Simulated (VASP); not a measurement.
# HgTe (F-43m) in VASP: relaxation of the atoms with PBE

Aim: the relaxation of the atoms of HgTe with PBE.

All numbers are computed with VASP 6.6.1; they aren't measurements. Logs are shortened: lines on timing, memory, paths and dates and some standing lists are left out, and cuts for length are marked.

## Step 1: The cell of the first run

The structure is cubic, space group F-43m (No. 216). The conventional cell has a = 6.447 Å, b = 6.447 Å, c = 6.447 Å, α = 90.00°, β = 90.00°, γ = 90.00°. Hg (site symmetry -43m) has 4 Te at 2.79 Å within 3.7 Å. Te (site symmetry -43m) has 4 Hg at 2.79 Å within 3.7 Å.

## Step 2: Relaxation of the atoms, PBE

The input, INCAR:

```
ALGO     = Normal         # electronic algorithm
EDIFF    = 1E-6           # SCF threshold, eV
EDIFFG   = -0.02          # ionic threshold
ENCUT    = 520            # plane-wave cutoff, eV
GGA      = PE             # functional
IBRION   = 2              # ionic algorithm
ISIF     = 2              # what is computed and relaxed
ISMEAR   = -1             # smearing method
LASPH    = True           # aspherical terms in the spheres
LCHARG   = False          # write CHGCAR
LREAL    = False          # projectors in reciprocal space
LWAVE    = False          # write WAVECAR
NELM     = 60             # most SCF steps
NSW      = 80             # ionic steps
PREC     = Accurate       # precision mode
SIGMA    = 0.05           # smearing width, eV
```

The input, KPOINTS:

```
k-points
0
Gamma
  13 13 13
```

The input, POSCAR:

```
HgTe
1.0
    0.0000000000      3.2235000000      3.2235000000
    3.2235000000      0.0000000000      3.2235000000
    3.2235000000      3.2235000000      0.0000000000
Hg Te
1 1
Direct
    0.0000000000      0.0000000000      0.0000000000
    0.2500000000      0.2500000000      0.2500000000
```

Potentials or basis: VASP PAW PBE potentials, release 64 (Hg, Te).

On the command line:

```bash
cat potpaw_PBE.64/Hg/POTCAR potpaw_PBE.64/Te/POTCAR > POTCAR
mpirun -np 1 vasp_std > vasp.out
```

OUTCAR:

```text
EDIFF = 1E-6
   EDIFFG = -0.02
   ENCUT = 520
   GGA = PE
   IBRION = 2
   ISIF = 2
   ISMEAR = -1
   LASPH = True
   LREAL = False
   NELM = 60
   NSW = 80
   PREC = Accurate

 ion  position               nearest neighbor table
   1  0.000  0.000  0.000-   2 2.79   2 2.79   2 2.79   2 2.79
   2  0.250  0.250  0.250-   1 2.79   1 2.79   1 2.79   1 2.79

  LATTYP: Found a face centered cubic cell.
 ALAT       =     6.4470000000

  Lattice vectors:

 A1 = (   0.0000000000,   3.2235000000,   3.2235000000)
 A2 = (   3.2235000000,   0.0000000000,   3.2235000000)
 A3 = (   3.2235000000,   3.2235000000,   0.0000000000)

Analysis of symmetry for initial positions (statically):
=====================================================================
 Subroutine PRICEL returns:
 Original cell was already a primitive cell.

 Routine SETGRP: Setting up the symmetry group for a
 face centered cubic supercell.

 Subroutine GETGRP returns: Found 24 space group operations
 (whereof 24 operations were pure point group operations)
 out of a pool of 48 trial point group operations.

The static configuration has the point symmetry T_d .

Analysis of symmetry for dynamics (positions and initial velocities):
=====================================================================
 Subroutine PRICEL returns:
 Original cell was already a primitive cell.

 Routine SETGRP: Setting up the symmetry group for a
 face centered cubic supercell.

 Subroutine GETGRP returns: Found 24 space group operations
 (whereof 24 operations were pure point group operations)
 out of a pool of 48 trial point group operations.

The dynamic configuration has the point symmetry T_d .

 Subroutine INISYM returns: Found 24 space group operations
 (whereof 24 operations are pure point group operations),
 and found     1 'primitive' translations

----------------------------------------------------------------------------------------

                                     Primitive cell

  volume of cell :      66.9905

  direct lattice vectors                    reciprocal lattice vectors
     0.000000000  3.223500000  3.223500000    -0.155110904  0.155110904  0.155110904
     3.223500000  0.000000000  3.223500000     0.155110904 -0.155110904  0.155110904
     3.223500000  3.223500000  0.000000000     0.155110904  0.155110904 -0.155110904

  length of vectors
     4.558717418  4.558717418  4.558717418     0.268659967  0.268659967  0.268659967

  position of ions in fractional coordinates (direct lattice)
     0.000000000  0.000000000  0.000000000
     0.250000000  0.250000000  0.250000000

  ion indices of the primitive-cell ions
   primitive index   ion index
                 1           1
                 2           2

----------------------------------------------------------------------------------------

 KPOINTS: k-points

Automatic generation of k-mesh.
 Grid dimensions read from file:
 generate k-points for:   13   13   13

 Generating k-lattice:

  Cartesian coordinates                     Fractional coordinates (reciprocal lattice)
    -0.011931608  0.011931608  0.011931608     0.076923077  0.000000000  0.000000000
     0.011931608 -0.011931608  0.011931608     0.000000000  0.076923077  0.000000000
     0.011931608  0.011931608 -0.011931608     0.000000000  0.000000000  0.076923077

  Length of vectors
     0.020666151  0.020666151  0.020666151

  Shift w.r.t. Gamma in fractional coordinates (k-lattice)
     0.000000000  0.000000000  0.000000000

 Subroutine IBZKPT returns following result:
 ===========================================

 Found     84 irreducible k-points:

 Following reciprocal coordinates:
            Coordinates               Weight
  0.000000  0.000000  0.000000      1.000000
  0.076923  0.000000  0.000000      8.000000
  0.153846  0.000000  0.000000      8.000000
  0.230769  0.000000  0.000000      8.000000
  0.307692  0.000000  0.000000      8.000000
  0.384615  0.000000  0.000000      8.000000
[... 16 lines left out ...]
  0.384615  0.153846  0.000000     24.000000
  0.461538  0.153846  0.000000     24.000000
 [... further k-points ...]
   k-points           NKPTS =     84   k-points in BZ     NKDIM =     84   number of bands    NBANDS=     13
   number of dos      NEDOS =    301   number of ions     NIONS =      2
   total plane-waves  NPLWV =  46656
   dimension x,y,z NGX =    36 NGY =   36 NGZ =   36
   dimension x,y,z NGXF=    72 NGYF=   72 NGZF=   72
   ions per type =               1   1
   NGX,Y,Z   is equivalent  to a cutoff of  13.13, 13.13, 13.13 a.u.
   NGXF,Y,Z  is equivalent  to a cutoff of  26.26, 26.26, 26.26 a.u.
 SYSTEM =  unknown system
   PREC   = accura    normal or accurate (medium, high low for compatibility)
   ISTART =      0    job   : 0-new  1-cont  2-samecut
   ICHARG =      2    charge: 1-file 2-atom 10-const
   ISPIN  =      1    spin polarized calculation?
   LNONCOLLINEAR =      F non collinear calculations
   LSORBIT =      F    spin-orbit coupling
   LASPH  =      T    aspherical Exc in radial PAW
   ENCUT  =  520.0 eV  38.22 Ry    6.18 a.u.   8.48  8.48  8.48*2*pi/ulx,y,z
   NELM   =     60;   NELMIN=  2; NELMDL= -5     # of ELM steps
   EDIFF  = 0.1E-05   stopping-criterion for ELM
   LREAL  =      F    real-space projection
   EDIFFG = -.2E-01   stopping-criterion for IOM
   NSW    =     80    number of steps for IOM
   IBRION =      2    ionic relax: 0-MD 1-quasi-New 2-CG
   NFREE  =      1    steps in history (QN), initial steepest desc. (CG)
   ISIF   =      2    stress and relaxation
   ISYM   =      2    0-nonsym 1-usesym 2-fastsym
   POTIM  = 0.5000    time-step for ionic-motion
   TEBEG  =    0.0;   TEEND  =   0.0 temperature during run
   PSTRESS=    0.0 pullay stress
   NELECT =      18.0000    total number of electrons
   NUPDOWN=      -1.0000    fix difference up-down
   EMIN   =  10.00;   EMAX   =-10.00  energy-range for DOS
   EFERMI =   0.00;   METHOD = LEGACY
   ISMEAR =    -1;   SIGMA  =   0.05  broadening in eV -4-tet -1-fermi 0-gaus
   EFERMI_NEDOS =   21; number of points for ismear=-14 and -15
   IALGO  =     38    algorithm
   IMIX   =      4    mixing-type and parameters
     AMIX     =   0.40;   BMIX     =  1.00
     AMIX_MAG =   1.60;   BMIX_MAG =  1.00
  volume/ion in A,a.u.               =      33.50       226.04
  Fermi-wavevector in a.u.,A,eV,Ry     =   1.056399  1.996305 15.183815  1.115979
  Thomas-Fermi vector in A             =   2.191633
   LORBIT       =      0    0 simple, 1 ext, 2 COOP (PROOUT), +10 PAW based schemes
   GGA     = PE    functional components
   LHFCALC =     F    Hartree Fock is set to
   AEXX    =    0.0000 exact exchange contribution
   IVDW    =     0    specifies the selected vdW correction
   LEPSILON=     F    determine dielectric tensor
   LRPA    =     F    only Hartree local field effects (RPA)
 conjugate gradient relaxation of ions
 non-spin polarized calculation
  energy-cutoff  :      520.00
  volume of cell :       66.99
 maximum number of plane-waves:      1832
 NGX is ok and might be reduce to    36
   NGX = 17   NGY = 17   NGZ = 17

 number of electron      18.0000001 magnetization

 Free energy of the ion-electron system (eV)
  ---------------------------------------------------
  ext. energy  EPLUGINS =         0.00000000
  ---------------------------------------------------
  free energy    TOTEN  =        -3.57267185 eV

  energy without entropy =       -3.57245870  energy(sigma->0) =       -3.57256527

 E-fermi :   3.2890     XC(G=0):  -8.7800

 val. band max:        3.1812896327   @ k =   0.0000   0.0000   0.0000
 cond. band min:       3.5917106357   @ k =   0.0769   0.0000   0.0000
 fundamental gap:      0.4104210030
 Fermi energy:         3.2889506286

 k-point     1 :       0.0000    0.0000    0.0000
  band No.  band energies     occupation
      1      -8.8635      2.00000
      2      -4.2192      2.00000
      3      -4.2192      2.00000
      4      -4.2192      2.00000
      5      -3.6794      2.00000
      6      -3.6794      2.00000
      7       2.4756      2.00000
      8       3.1813      1.79194
      9       3.1813      1.79194
     10       3.1813      1.79194
     11       7.3970      0.00000
     12       7.3970      0.00000
     13       7.3970      0.00000

 k-point     2 :       0.0769    0.0000    0.0000
  band No.  band energies     occupation
      1      -8.8331      2.00000
      2      -4.2106      2.00000
      3      -4.2106      2.00000
      4      -4.2093      2.00000
      5      -3.6805      2.00000
      6      -3.6805      2.00000
      7       1.8905      2.00000
      8       3.1094      1.94632
      9       3.1094      1.94632
     10       3.5917      0.00468
     11       7.3211      0.00000
     12       7.4933      0.00000
     13       7.4933      0.00000

 k-point     3 :       0.1538    0.0000    0.0000
  band No.  band energies     occupation
      1      -8.7472      2.00000
      2      -4.1873      2.00000
      3      -4.1873      2.00000
      4      -4.1727      2.00000
      5      -3.6822      2.00000
      6      -3.6822      2.00000
      7       0.9760      2.00000
      8       2.9238      1.99865
      9       2.9238      1.99865
     10       3.9631      0.00000
     11       7.4145      0.00000
     12       7.7305      0.00000
     13       7.7305      0.00000
[... 305 lines left out ...]
 k-point    23 :       0.3846    0.1538    0.0000
  band No.  band energies     occupation
      1      -8.3658      2.00000
      2      -4.1071      2.00000
      3      -4.0611      2.00000
      4      -3.8838      2.00000
      5      -3.6533      2.00000
      6      -3.6499      2.00000
      7      -1.2198      2.00000
      8       1.6082      2.00000
      9       1.8831      2.00000
     10       4.9968      0.00000
     11       7.2732      0.00000
     12       8.8128      0.00000
     13       8.9809      0.00000

 k-point    24 :       0.4615    0.1538    0.0000
  band No.  band energies     occupation
      1      -8.2698      2.00000
      2      -4.0864      2.00000
      3      -4.0480      2.00000
      4      -3.7563      2.00000
      5      -3.6504      2.00000
      6      -3.5092      2.00000
      7      -1.8837      2.00000
      8       1.3413      2.00000
      9       1.8353      2.00000
     10       4.9483      0.00000
     11       7.5691      0.00000
     12       8.9042      0.00000
     13       9.3202      0.00000

 [... further k-points ...]

------------------------ aborting loop because EDIFF is reached ----------------------------------------

  FORCE on cell =-STRESS in cart. coord.  units (eV):
  Direction    XX          YY          ZZ          XY          YZ          ZX
  --------------------------------------------------------------------------------------
  -------------------------------------------------------------------------------------
  Total        1.7281118      1.7281118      1.7281118      0.0000000      0.0000000      0.0000000
  in kB       41.3303789     41.3303789     41.3303789      0.0000000      0.0000000      0.0000000
  external PRESSURE =      41.3303789 kB  Pullay stress =       0.0000000 kB

 VOLUME and BASIS-vectors are now :
 -----------------------------------------------------------------------------
  energy-cutoff  :      520.00
  volume of cell :       66.99
      direct lattice vectors                 reciprocal lattice vectors
     0.000000000  3.223500000  3.223500000    -0.155110904  0.155110904  0.155110904
     3.223500000  0.000000000  3.223500000     0.155110904 -0.155110904  0.155110904
     3.223500000  3.223500000  0.000000000     0.155110904  0.155110904 -0.155110904

 POSITION                                       TOTAL-FORCE (eV/Angst)
 -----------------------------------------------------------------------------------
      0.00000      0.00000      0.00000        -0.000000     -0.000000     -0.000000
      1.61175      1.61175      1.61175         0.000000      0.000000      0.000000
 -----------------------------------------------------------------------------------
    total drift:                               -0.000000     -0.000000     -0.000000

  FREE ENERGIE OF THE ION-ELECTRON SYSTEM (eV)
  ---------------------------------------------------
  free  energy   TOTEN  =        -3.5726718455 eV

  energy  without entropy=       -3.5724586957  energy(sigma->0) =       -3.57256527

 reached required accuracy - stopping structural energy minimisation
```

Run time: 2 min. Hardware: 1 thread of Intel Xeon 8259CL, shared host; peak memory 0.26 GiB.

What came out:

| Property | Result |
| --- | --- |
| Free energy | -3.5727 eV |
| Pressure after relaxing | 4.1 GPa |
| Band gap on the k mesh | zero (filled and empty bands touch) |

Final structure:
```
Hg Te
1.0
     0.00000    3.22350    3.22350
     3.22350    0.00000    3.22350
     3.22350    3.22350    0.00000
Hg Te
1 1
Direct
  0.00000 0.00000 0.00000
  0.25000 0.25000 0.25000
```

Levels at points of the mesh, in eV from the Fermi level:
```csv
k point,band 6,band 7,band 8,band 9,band 10,band 11,band 12,band 13
"(0.00, 0.00, 0.00)",-6.97,-0.81,-0.11,-0.11,-0.11,4.11,4.11,4.11
```

Caveat: the relaxation stopped at its first step, so nothing moved; semilocal functionals underestimate gaps, so a narrow gap can read as zero; spin-orbit coupling is left out, which moves the levels of the heavy elements.
